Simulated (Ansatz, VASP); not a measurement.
## Two plane-wave programs on CuI

```xyz
2
Lattice="0.0000 3.0315 3.0315 3.0315 0.0000 3.0315 3.0315 3.0315 0.0000" Properties=species:S:1:pos:R:3 pbc="T T T"
I     0.0000    0.0000    0.0000
Cu    4.5473    4.5473    4.5473
```

Alike in both runs: functional LDA; k mesh 6 × 6 × 6; occupations fermi-dirac, width 0.05 eV; non-collinear spin, spin-orbit coupling.

|  | VASP | Ansatz |
| --- | --- | --- |
| version | VASP 6.6.1 | Ansatz 0.2.0 |
| potentials or method | VASP PAW LDA potentials, release 64 (I, Cu) | Ansatz PAW |
| plane-wave cutoff (eV) | 520 | 420 |
| valence electrons in the cell | 18 | 36 |
| task | single point | band structure |

```csv
,VASP,Ansatz,Ansatz less VASP
pressure (GPa),-4.2,-4.3,-0.11
```

LDA's correlation is that of Perdew and Zunger in VASP and of Perdew and Wang (1992) in Ansatz. VASP's potentials hold 18 valence electrons a cell and Ansatz's 36, so a difference there can come from the potentials and not from the codes.
